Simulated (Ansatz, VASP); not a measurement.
Pt: VASP beside Ansatz

The input INCAR:

```
SYSTEM = Pt
PREC     = Accurate       ! precision mode
ENCUT    = 520            ! plane-wave cutoff, eV
EDIFF    = 1E-6           ! SCF threshold, eV
ISMEAR   = 0              ! smearing method
SIGMA    = 0.15           ! smearing width, eV
LREAL    = .False.        ! projectors in reciprocal space
LASPH    = .True.         ! aspherical terms in the spheres
NELM     = 60             ! most SCF steps
ALGO     = Fast           ! electronic algorithm
ISIF     = 2              ! what is computed and relaxed
LWAVE    = .False.        ! write WAVECAR
LCHARG   = .False.        ! write CHGCAR
GGA      = PS             ! functional
NBANDS   = 11             ! bands
```

KPOINTS

```
Automatic mesh
0
Gamma
  24 24 24
  0 0 0
```

POSCAR

```
Pt
1.0
   -1.7783163460      1.7783163460      1.2572696566
    1.7783163460     -1.7783163460      1.2572696566
    1.7783163460      1.7783163460     -1.2572696566
Pt
1
Direct
    0.0000000000      0.0000000000      0.0000000000
```

Input for Ansatz:

```yaml
crystal:
  lattice:
    - [-1.778316346, 1.778316346, 1.2572696566]
    - [1.778316346, -1.778316346, 1.2572696566]
    - [1.778316346, 1.778316346, -1.2572696566]
  atoms:
    - { symbol: Pt, position: [0.0, 0.0, 0.0] }
basis:
  ecutwfc: 420
kpoints:
  mp_grid: { grid: [24, 24, 24] }
hamiltonian:
  xc: pbesol
scf:
  occupations: { method: gaussian, width: 0.15 }
output:
  forces: true
  stress: true
  eigenvalues: true
```

Alike in both runs: task single point; functional PBEsol; k mesh 24 × 24 × 24; occupations gaussian, width 0.15 eV; no spin polarisation.

```csv
,VASP,Ansatz
version,VASP 6.6.1,Ansatz 0.2.0
potentials or method,"VASP PAW PBE potentials, release 64 (Pt), cutoff 520 eV","scalar-relativistic, plane waves, PAW"
valence electrons in the cell,10,18
```

|  | VASP | Ansatz | Ansatz less VASP |
| --- | --- | --- | --- |
| gap on the k mesh at the Fermi level (eV) | none | none | - |
| pressure (GPa) | -1.9 | -1.4 | +0.44 |
| traceless stress, the component that is largest in VASP (GPa) | 30.86 | 31.05 | +0.195 |

VASP's potentials were made for PBE, not for PBEsol. A gap of «none» marks a metal or a gap that the smearing closes. VASP's potentials hold 10 valence electrons a cell and Ansatz's 18, so a difference there can come from the potentials and not from the codes.

Neither program's run includes spin-orbit coupling.
